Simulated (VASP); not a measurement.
Wanted: the native input for a VASP 6.6.1 run.

```
Task                   : single point
Functional             : PBE
Potentials or basis    : VASP PAW PBE potentials, release 64 (Ti_sv, N)
Cutoff                 : 520 eV
k mesh                 : 12 × 12 × 1
Occupations            : gaussian, width 0.1 eV
Spin                   : no spin polarisation
Dipole correction      : yes
Further INCAR settings : ALGO = Normal; EDIFF = 1e-06; NBANDS = 63
```

The structure of TiN lies in POSCAR:

```
TiN
1.0
    3.0029386935      0.0000000000      0.0000000000
    0.0000000000      3.0029386935      0.0000000000
    0.0000000000      0.0000000000     25.6169915684
Ti N
6 6
Direct
    0.5000000000      0.5000000000      0.2980418917
    0.0000000000      0.0000000000      0.3768037874
    0.5000000000      0.5000000000      0.4574380201
    0.0000000000      0.0000000000      0.5425619762
    0.5000000000      0.5000000000      0.6231962096
    0.0000000000      0.0000000000      0.7019581130
    0.0000000000      0.0000000000      0.2909191292
    0.5000000000      0.5000000000      0.3753315109
    0.0000000000      0.0000000000      0.4595354006
    0.5000000000      0.5000000000      0.5404645933
    0.0000000000      0.0000000000      0.6246684886
    0.5000000000      0.5000000000      0.7090808794
```

The input as run:

INCAR

```
SYSTEM = TiN
PREC = Accurate
ENCUT = 520
EDIFF = 1E-6
ISMEAR = 0
SIGMA = 0.1
LREAL = .False.
LASPH = .True.
NELM = 80
ALGO = Normal
ISIF = 2
LWAVE = .False.
LCHARG = .True.
LDIPOL = .True.
IDIPOL = 3
DIPOL = 0.5 0.5 0.500
GGA = PE
LELF = .True.
LVHAR = .True.
LVACPOTAV = .True.
NBANDS = 63
```

KPOINTS

```
Automatic mesh
0
Gamma
  12 12 1
  0 0 0
```

Potentials or basis: VASP PAW PBE potentials, release 64 (Ti_sv, N).

Launch:

```bash
$ cat potpaw_PBE.64/Ti_sv/POTCAR potpaw_PBE.64/N/POTCAR > POTCAR
$ mpirun -np 1 vasp_std > vasp.out
```

Results of the run:

The largest force is 0.032 eV/Å. The band gap on the k mesh is zero (bands 51 and 52 overlap by 2.54 eV).

Wall time 12 min on 1 thread of AMD EPYC 7R13 Processor (Zen 3) (shared host), peak memory 0.46 GiB.
